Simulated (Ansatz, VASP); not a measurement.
# Two plane-wave programs on ZrIn2F6

```xyz
9
Lattice="6.2338 0.0000 0.0000 0.0000 6.2338 0.0000 0.0000 0.0000 4.4460" Properties=species:S:1:pos:R:3 pbc="T T T"
Zr    0.0000    0.0000    0.0000
In    3.1169    0.0000    2.2230
In    0.0000    3.1169    2.2230
F     1.3925    4.8413    0.0000
F     1.3925    1.3925    0.0000
F     0.0000    0.0000    2.2230
F     4.8413    1.3925    0.0000
F     4.8413    4.8413    0.0000
F     3.1169    3.1169    2.2230
```

Alike in both runs: functional PBE; k mesh 4 × 4 × 4; occupations gaussian, width 0.1 eV; no spin polarisation.

Ansatz relaxed the structure, and its values are those at the end. VASP's run is a single point on that final structure, the one shown.

|  | VASP | Ansatz |
| --- | --- | --- |
| version | VASP 6.6.1 | Ansatz 0.2.0 |
| potentials or method | VASP PAW PBE potentials, release 64 (Zr_sv, In_d, F), cutoff 520 eV | scalar-relativistic, plane waves, PAW |
| valence electrons in the cell | 80 | 80 |

Ansatz gave:

```
gap on the k mesh at the Fermi level (eV) : 1.14
least direct gap on the mesh (eV)         : 1.14
pressure (GPa)                            : 0.1
rms of the force components (eV/Å)        : 0.001
```

**Question.** Estimate VASP's values.

**Answer.** gap on the k mesh at the Fermi level (eV): 1.11; least direct gap on the mesh (eV): 1.11; pressure (GPa): 0.1; rms of the force components (eV/Å): 0.042.
